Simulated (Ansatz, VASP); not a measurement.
## One calculation of NiMoIrPdW, two programs

```
Ni Mo Pd Ir W
1.0
     2.76616    0.00000    0.00000
    -1.38308    2.39557    0.00000
     0.00000    0.00000   11.02292
Ni Mo Pd Ir W
1 1 1 1 1
Direct
  0.33333 0.66667 0.59712
  0.00000 0.00000 0.41074
  0.66667 0.33333 0.79520
  0.66667 0.33333 0.19960
  0.33333 0.66667 0.99734
```

Alike in both runs: functional PBE; k mesh 8 × 8 × 2; occupations fermi-dirac, width 0.05 eV; collinear spin.

|  | VASP | Ansatz |
| --- | --- | --- |
| version | VASP 6.6.1 | Ansatz 0.2.0 |
| potentials or method | VASP PAW PBE potentials, release 64 (Ni, Mo_sv, Pd, Ir, W_sv), cutoff 520 eV | all-electron PAW datasets made for the crystal |
| task | single point | density of states |

Ansatz gave:

| Quantity | Value |
| --- | --- |
| gap on the k mesh at the Fermi level (eV) | none |
| pressure (GPa) | 0.3 |
| traceless stress, the component that is largest in VASP (GPa) | 0.43 |
| rms of the force components (eV/Å) | 0.021 |
| net moment per atom (μB) | 0.00 |

What did VASP give for the same quantities?

gap on the k mesh at the Fermi level (eV): none; pressure (GPa): 0.6; traceless stress, the component that is largest in VASP (GPa): 0.32; rms of the force components (eV/Å): 0.026; net moment per atom (μB): 0.00.

Atom by atom the forces differ by 0.009 eV/Å (rms over components). A gap of «none» marks a metal or a gap that the smearing closes. Ansatz ran all-electron here, and VASP with PAW potentials.

Spin-orbit coupling is off throughout. Noted on Ansatz's run: the k mesh is thin for a metal, which can move the energy by tens of meV per atom; the program warned that the printed levels may be off, so bands, gaps and densities of states are rough.
